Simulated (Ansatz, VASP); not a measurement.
One calculation of BN, two programs

INCAR

```
PREC = Accurate ; ENCUT = 520
EDIFF = 1E-6 ; ISMEAR = 0
SIGMA = 0.05 ; LREAL = F
LASPH = T ; NELM = 100
ALGO = Normal ; ISIF = 2
LWAVE = F ; LCHARG = F
GGA = PS ; NBANDS = 16
```

KPOINTS

```
regular mesh
0
Gamma
  12 12 6
```

The input POSCAR:

```
BN
1.0
    2.4517820176      0.0000000000      0.0000000000
   -1.2258910088      2.1233055118      0.0000000000
    0.0000000000      0.0000000000      3.8887066000
B N
2 2
Direct
    0.6666666667      0.3333333333      0.9997240000
    0.3333333333      0.6666666667      0.4997240000
    0.6666666667      0.3333333333      0.6252760000
    0.3333333333      0.6666666667      0.1252760000
```

Input for Ansatz:

```yaml
crystal:
  lattice:
    - [2.4517820176, 0.0, 0.0]
    - [-1.2258910088, 2.1233055118, 0.0]
    - [0.0, 0.0, 3.8887066]
  atoms:
    - { symbol: B, position: [0.6666666667, 0.3333333333, 0.999724] }
    - { symbol: B, position: [0.3333333333, 0.6666666667, 0.499724] }
    - { symbol: "N", position: [0.6666666667, 0.3333333333, 0.625276] }
    - { symbol: "N", position: [0.3333333333, 0.6666666667, 0.125276] }
basis:
  ecutwfc: 420
kpoints:
  mp_grid: { grid: [12, 12, 6] }
hamiltonian:
  xc: pbesol
scf:
  occupations: { method: gaussian, width: 0.05 }
output:
  forces: true
  stress: true
  eigenvalues: true
```

Change from the starting cell: strain -0.040 along x and y, -0.080 along z, atoms carried along.

Alike in both runs: task single point; functional PBEsol; k mesh 12 × 12 × 6; occupations gaussian, width 0.05 eV; no spin polarisation.

|  | VASP | Ansatz |
| --- | --- | --- |
| version | VASP 6.6.1 | Ansatz 0.2.0 |
| potentials or method | VASP PAW PBE potentials, release 64 (B, N), cutoff 520 eV | scalar-relativistic, plane waves, PAW |
| valence electrons in the cell | 16 | 16 |

```csv
,VASP,Ansatz,Ansatz less VASP
gap on the k mesh at the Fermi level (eV),4.82,4.84,+0.026
least direct gap on the mesh (eV),8.49,8.50,+0.016
pressure (GPa),78.3,77.0,-1.27
"traceless stress, the component that is largest in VASP (GPa)",42.19,41.92,-0.274
rms of the force components (eV/Å),0.267,0.263,-0.0037
```

VASP's potentials were made for PBE, not for PBEsol. Atom by atom the forces differ by 0.004 eV/Å (rms over components). Both programs put the cell under a high pressure, so it lies far from rest at this level.

Noted on VASP's run: the cell as given lies far from equilibrium.
